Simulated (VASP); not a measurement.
As: single point with LDA

As:

```
As
1.0
     2.73926    0.00000    0.00000
     0.00000    2.73926    0.00000
     0.00000    0.00000    2.73926
As
1
Direct
  0.50000 0.50000 0.50000
```

This isn't the form of As at room conditions, which is rhombohedral.

```json
{
  "Program": "VASP 6.6.1",
  "Task": "single point",
  "Functional": "LDA",
  "Potentials or basis": "VASP PAW LDA potentials, release 64 (As_d)",
  "Cutoff": "510 eV",
  "k mesh": "10 × 10 × 10",
  "Occupations": "fermi-dirac, width 0.05 eV",
  "Spin": "no spin polarisation",
  "Dipole correction": "no",
  "Further INCAR settings": "ALGO = Normal; EDIFF = 1e-06; NBANDS = 14"
}
```

* Pressure: -5.8 GPa
* Band gap on the k mesh: zero (an odd number of electrons rules out a gap without spin polarisation)

Levels at points of the mesh, in eV from the Fermi level:
| k point | band 3 | band 4 | band 5 | band 6 | band 7 | band 8 | band 9 | band 10 | band 11 | band 12 |
| --- | --- | --- | --- | --- | --- | --- | --- | --- | --- | --- |
| (0.00, 0.00, 0.00) | -35.90 | -35.90 | -35.90 | -14.56 | 4.03 | 4.03 | 4.03 | 8.73 | 8.73 | 10.15 |
| (0.50, 0.00, 0.00) | -35.92 | -35.91 | -35.89 | -11.60 | -6.53 | 6.16 | 6.16 | 11.46 | 13.87 | 14.46 |
| (0.50, 0.50, 0.00) | -35.92 | -35.92 | -35.86 | -8.54 | -3.98 | -3.98 | 2.75 | 8.15 | 16.58 | 17.89 |
| (0.50, 0.50, 0.50) | -35.95 | -35.86 | -35.86 | -5.23 | -1.66 | -1.66 | -1.66 | 6.15 | 6.15 | 6.15 |

It took 11 s on 1 thread of AMD EPYC 7R43 64-Core Processor (Zen 3) (shared host), peak memory 0.09 GiB.

Caveat: the cell stands under tension; an odd number of electrons without spin polarisation forces a metal; a magnetic or distorted state may lie lower.
